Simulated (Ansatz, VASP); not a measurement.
**Ir2Pb in VASP and in Ansatz**

File INCAR:

```
  PREC = Accurate
  ENCUT = 600
  EDIFF = 1E-7
  ISMEAR = 0
  SIGMA = 0.1
  LREAL = False
  LASPH = True
  NELM = 100
  ALGO = Normal
  ISIF = 3
  LWAVE = False
  LCHARG = False
  GGA = PE
  IBRION = 2
  NSW = 90
  EDIFFG = -0.04
```

KPOINTS

```
Automatic mesh
0
Gamma
  4 4 4
```

The input POSCAR:

```
Ir2Pb
1.0
    0.0000000000      3.8748860422      3.8748860422
    3.8748860422      0.0000000000      3.8748860422
    3.8748860422      3.8748860422      0.0000000000
Ir Pb
4 2
Direct
    0.6250000000      0.6250000000      0.6250000000
    0.1250000000      0.6250000000      0.6250000000
    0.6250000000      0.6250000000      0.1250000000
    0.6250000000      0.1250000000      0.6250000000
    0.0000000000      0.0000000000      0.0000000000
    0.2500000000      0.2500000000      0.2500000000
```

Input for Ansatz:

```yaml
crystal:
  lattice:
    - [0.0, 3.8748860422, 3.8748860422]
    - [3.8748860422, 0.0, 3.8748860422]
    - [3.8748860422, 3.8748860422, 0.0]
  atoms:
    - { symbol: Ir, position: [0.625, 0.625, 0.625] }
    - { symbol: Ir, position: [0.125, 0.625, 0.625] }
    - { symbol: Ir, position: [0.625, 0.625, 0.125] }
    - { symbol: Ir, position: [0.625, 0.125, 0.625] }
    - { symbol: Pb, position: [0.0, 0.0, 0.0] }
    - { symbol: Pb, position: [0.25, 0.25, 0.25] }
basis:
  ecutwfc: 420
kpoints:
  mp_grid: { grid: [4, 4, 4] }
hamiltonian:
  xc: pbe
scf:
  occupations: { method: gaussian, width: 0.1 }
  lower_state_search: "off"
output:
  forces: true
  stress: true
  eigenvalues: true
relax:
  adjacent_minimum: "off"
  f_tol: 0.04
  max_steps: 70
  cell: { stress_tol: 0.4 }
```

Alike in both runs: task relaxation of cell and atoms; functional PBE; k mesh 4 × 4 × 4; occupations gaussian, width 0.1 eV; no spin polarisation.

|  | VASP | Ansatz |
| --- | --- | --- |
| version | VASP 6.6.1 | Ansatz 0.2.0 |
| potentials or method | VASP PAW PBE potentials, release 64 (Ir, Pb_d), cutoff 600 eV | scalar-relativistic, plane waves, PAW |
| valence electrons in the cell | 64 | 96 |

```csv
,VASP,Ansatz,Ansatz less VASP
"gap on the k mesh at the Fermi level, each at its own relaxed structure (eV)",none,none,-
relaxed volume (Å³/atom),18.83,18.79,-0.034
relaxed cell length with the largest relative difference (Å),5.426,5.423,-0.0033
```

A gap of «none» marks a metal or a gap that the smearing closes. VASP's potentials hold 64 valence electrons a cell and Ansatz's 96, so a difference there can come from the potentials and not from the codes.

Spin-orbit coupling is off throughout.
